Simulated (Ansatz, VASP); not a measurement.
**Two plane-wave programs on Zn2C**

POSCAR

```
Zn2C
1.0
    0.0000000000      2.5779490376      2.5779490376
    2.5779490376      0.0000000000      2.5779490376
    2.5779490376      2.5779490376      0.0000000000
C Zn
1 2
Direct
    0.0000000000      0.0000000000      0.0000000000
    0.2500000000      0.2500000000      0.2500000000
    0.7500000000      0.7500000000      0.7500000000
```

INCAR.step1

```
  ALGO = Normal
  EDIFF = 1E-4
  ENCUT = 520
  GGA = PE
  ISMEAR = -1
  LASPH = True
  LCHARG = False
  LREAL = False
  LWAVE = True
  NBANDS = 21
  NELM = 60
  PREC = Accurate
  SIGMA = 0.02
```

Contents of INCAR.step2:

```
  ALGO = Normal
  EDIFF = 1E-6
  ENCUT = 520
  ISIF = 2
  ISMEAR = -1
  ISTART = 1
  IVDW = 12
  LASPH = True
  LCHARG = True
  LELF = True
  LMIXTAU = True
  LREAL = False
  LVHAR = True
  LWAVE = False
  METAGGA = R2SCAN
  NBANDS = 21
  NELM = 60
  PREC = Accurate
  SIGMA = 0.02
  VDW_A1 = 0.49484001
  VDW_A2 = 5.73083694
  VDW_S6 = 1.0
  VDW_S8 = 0.78981345
```

KPOINTS

```
k-points
0
Gamma
  6 6 6
```

Input for Ansatz:

```yaml
crystal:
  lattice:
    - [0.0, 2.5779490376, 2.5779490376]
    - [2.5779490376, 0.0, 2.5779490376]
    - [2.5779490376, 2.5779490376, 0.0]
  atoms:
    - { symbol: C, position: [0.0, 0.0, 0.0] }
    - { symbol: Zn, position: [0.25, 0.25, 0.25] }
    - { symbol: Zn, position: [0.75, 0.75, 0.75] }
kpoints:
  mp_grid: { grid: [6, 6, 6] }
hamiltonian:
  xc: r2scan
  dispersion: d3bj
scf:
  occupations: { method: fermi_dirac, width: 0.02 }
  n_extra_bands: 4
output:
  forces: true
  stress: true
  eigenvalues: true
```

Alike in both runs: task single point; functional r2SCAN; dispersion D3(BJ); k mesh 6 × 6 × 6; occupations fermi-dirac, width 0.02 eV; no spin polarisation.

```csv
,VASP,Ansatz
version,VASP 6.6.1,Ansatz 0.2.0
potentials or method,"VASP PAW PBE potentials, release 64 (C, Zn)",plane waves
plane-wave cutoff (eV),520,500
valence electrons in the cell,28,28
```

```tsv
	VASP	Ansatz	Ansatz less VASP
pressure (GPa)	-1.8	-2.5	-0.68
```

VASP's potentials were made for PBE, not for r2SCAN. Ansatz's warnings: dispersion damping borrowed.
